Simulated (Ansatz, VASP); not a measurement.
# One calculation of ScSi2, two programs

The input INCAR:

```
SYSTEM = ScSi2
PREC = Accurate
ENCUT = 520
EDIFF = 1E-6
ISMEAR = -1
SIGMA = 0.05
LREAL = .FALSE.
LASPH = .TRUE.
NELM = 100
ALGO = Normal
ISIF = 2
LWAVE = .FALSE.
LCHARG = .TRUE.
GGA = PS
LELF = .TRUE.
LVHAR = .TRUE.
NBANDS = 16
```

Contents of KPOINTS:

```
regular mesh
0
G
  13 13 11
  0 0 0
```

The input POSCAR:

```
ScSi2
1.0
    3.6354342207      0.0000000000      0.0000000000
   -1.8177171104      3.1483783889      0.0000000000
    0.0000000000      0.0000000000      3.8440260630
Sc Si
1 2
Direct
    0.0000000000      0.0000000000      0.0000000000
    0.3333333333      0.6666666667      0.5000000000
    0.6666666667      0.3333333333      0.5000000000
```

Input for Ansatz:

```yaml
crystal:
  lattice:
    - [3.6354342207, 0.0, 0.0]
    - [-1.8177171104, 3.1483783889, 0.0]
    - [0.0, 0.0, 3.844026063]
  atoms:
    - { symbol: Sc, position: [0.0, 0.0, 0.0] }
    - { symbol: Si, position: [0.3333333333, 0.6666666667, 0.5] }
    - { symbol: Si, position: [0.6666666667, 0.3333333333, 0.5] }
kpoints:
  mp_grid: { grid: [13, 13, 11] }
  band_path:
    path:
      - [0.0, 0.0, 0.0]
      - [0.5, 0.0, 0.0]
      - [0.3333333333, 0.3333333333, 0.0]
      - [0.0, 0.0, 0.0]
      - [0.0, 0.0, 0.5]
      - [0.5, 0.0, 0.5]
      - [0.3333333333, 0.3333333333, 0.5]
      - [0.0, 0.0, 0.5]
      - [0.5, 0.0, 0.5]
    npoints: 5
scf:
  occupations: { method: fermi_dirac, width: 0.05 }
hamiltonian:
  xc: pbesol
  pseudopotentials: { kind: all_electron, lapw: { basis_error: 0.001 } }
output:
  forces: true
  stress: true
  eigenvalues: true
```

Change from the starting cell: volume scaled by 0.98.

Alike in both runs: task single point; functional PBEsol; k mesh 13 × 13 × 11; occupations fermi-dirac, width 0.05 eV; no spin polarisation.

|  | VASP | Ansatz |
| --- | --- | --- |
| version | VASP 6.6.1 | Ansatz 0.2.0 |
| potentials or method | VASP PAW PBE potentials, release 64 (Sc_sv, Si), cutoff 520 eV | all-electron LAPW, scalar-relativistic |

Ansatz gave:

```
pressure (GPa)                                                : 25.6
traceless stress, the component that is largest in VASP (GPa) : -26.59
```

What did VASP give for the same quantities?

Pressure (GPa): 26.1; traceless stress, the component that is largest in VASP (GPa): -26.75.

VASP's potentials were made for PBE, not for PBEsol. Ansatz ran all-electron here, and VASP with PAW potentials.
